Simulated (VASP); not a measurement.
Runs of VASP 6.6.1 on Be. The structure is that of space group P6_3/mmc (No. 194), or close to it. The cells are those of the table. 

```csv
task,cell,k mesh,cutoff (eV),gap on the mesh (eV),pressure (GPa)
single point,"a = 2.259, b = 2.259, c = 7.166 Å, angles 90.0, 90.0, 120.0°, 4 atoms",16 × 16 × 5,520,none,0.1
single point,"a = 2.289, b = 2.289, c = 7.260 Å, angles 90.0, 90.0, 120.0°, 4 atoms",18 × 18 × 5,520,none,-4.3
single point,"a = 2.346, b = 2.346, c = 7.442 Å, angles 90.0, 90.0, 120.0°, 4 atoms",18 × 18 × 5,520,none,-11.2
single point,"a = 2.229, b = 2.229, c = 7.069 Å, angles 90.0, 90.0, 120.0°, 4 atoms",18 × 18 × 5,520,none,(a)
single point,"a = 2.198, b = 2.198, c = 6.969 Å, angles 90.0, 90.0, 120.0°, 4 atoms",18 × 18 × 5,520,none,11.6
single point,"a = 2.259, b = 2.259, c = 7.166 Å, angles 90.0, 90.0, 120.0°, 4 atoms",18 × 18 × 5,520,none,0.1
single point,"a = 2.259, b = 2.259, c = 7.166 Å, angles 90.0, 90.0, 120.0°, 4 atoms",21 × 21 × 6,520,none,0.1
relaxation of cell and atoms,"relaxed from a = 2.255, b = 2.255, c = 7.366 Å, angles 90.0, 90.0, 120.0°, 4 atoms",16 × 16 × 5,600,none,0.1
```

Alike in all rows: level BLYP; potentials or basis VASP PAW PBE potentials, release 64 (Be); no spin polarisation; smearing fermi-dirac 0.1 eV.

Problem. Estimate the missing entries.

Solution. (a) 5.3.

Caveats: the PAW data sets were made with another functional, which shifts forces and pressure a little.

A gap of «none» marks levels without a gap at the run's occupations.
